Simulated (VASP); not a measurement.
**Mn: single point with PBE**

Mn:

```
Mn
1.0
    -1.36349    1.36349    1.36349
     1.36349   -1.36349    1.36349
     1.36349    1.36349   -1.36349
Mn
1
Direct
  0.00000 0.00000 0.00000
```

This isn't the form of Mn at room conditions, which is a 58-atom cubic cell.

```yaml
Program: VASP 6.6.1
Task: single point
Functional: PBE
Potentials_or_basis: VASP PAW PBE potentials, release 64 (Mn_pv)
Cutoff: 520 eV
k_mesh: 55 × 55 × 55
Occupations: fermi-dirac, width 0.0612256 eV
Spin: no spin polarisation
Dipole_correction: no
Further_INCAR_settings: ALGO = Normal; EDIFF = 1e-06; NBANDS = 12
```

```yaml
Pressure: 19.5 GPa
Band_gap_on_the_k_mesh: zero (an odd number of electrons rules out a gap without spin polarisation)
```

Levels at points of the mesh, in eV from the Fermi level:
```csv
k point,band 4,band 5,band 6,band 7,band 8,band 9
"(0.00, 0.00, 0.00)",-8.94,-1.74,-1.74,-1.74,0.35,0.35
```

Run time: 5.3 min on 1 thread of Intel Xeon 8259CL, on a shared host, peak memory 0.56 GiB.

Caveat: the cell stands under pressure; the run has no spin polarisation, though such a crystal can be magnetic. Spin polarisation is off, so any magnetic state and its effect on volume and gap are missing.
